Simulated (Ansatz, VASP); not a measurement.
## SnSe: VASP beside Ansatz

File INCAR:

```
PREC = Accurate ; ENCUT = 520
EDIFF = 1E-6 ; ISMEAR = 0
SIGMA = 0.02 ; LREAL = False
LASPH = True ; NELM = 60
ALGO = Normal ; ISIF = 2
LWAVE = False ; LCHARG = True
GGA = PE ; LELF = True
LVHAR = True ; NBANDS = 28
```

The input KPOINTS:

```
Automatic mesh
0
Gamma
  8 8 6
```

Contents of POSCAR:

```
SnSe
1.0
    3.0307985898      3.0307985898      0.0000000000
   -3.0307985898      3.0307985898      0.0000000000
    0.1285858941      0.1285858941      6.0615971796
Sn Se
2 2
Direct
    0.0000000000      0.0000000000      0.0000000000
    0.5000000000      0.5000000000      0.5000000000
    0.5000000000      0.5000000000      0.0000000000
    0.0000000000      0.0000000000      0.5000000000
```

Input for Ansatz:

```yaml
crystal:
  lattice:
    - [3.0307985898, 3.0307985898, 0.0]
    - [-3.0307985898, 3.0307985898, 0.0]
    - [0.1285858941, 0.1285858941, 6.0615971796]
  atoms:
    - { symbol: Sn, position: [0.0, 0.0, 0.0] }
    - { symbol: Sn, position: [0.5, 0.5, 0.5] }
    - { symbol: Se, position: [0.5, 0.5, 0.0] }
    - { symbol: Se, position: [0.0, 0.0, 0.5] }
basis:
  ecutwfc: 420
kpoints:
  mp_grid: { grid: [8, 8, 6] }
hamiltonian:
  xc: pbe
scf:
  occupations: { method: gaussian, width: 0.02 }
output:
  forces: true
  stress: true
  eigenvalues: true
```

Change from the starting cell: shear of c along a, cell held, atoms relaxed: +3.0 %.

Alike in both runs: task single point; functional PBE; k mesh 8 × 8 × 6; occupations gaussian, width 0.02 eV; no spin polarisation.

|  | VASP | Ansatz |
| --- | --- | --- |
| version | VASP 6.6.1 | Ansatz 0.2.0 |
| potentials or method | VASP PAW PBE potentials, release 64 (Sn_d, Se), cutoff 520 eV | scalar-relativistic, plane waves, PAW |
| valence electrons in the cell | 40 | 60 |

|  | VASP | Ansatz | Ansatz less VASP |
| --- | --- | --- | --- |
| gap on the k mesh at the Fermi level (eV) | 0.20 | 0.20 | 0.000 |
| least direct gap on the mesh (eV) | 0.29 | 0.29 | -0.001 |
| pressure (GPa) | -0.1 | -0.1 | +0.02 |
| traceless stress, the component that is largest in VASP (GPa) | -0.40 | -0.40 | 0.000 |

VASP's potentials hold 40 valence electrons a cell and Ansatz's 60, so a difference there can come from the potentials and not from the codes.
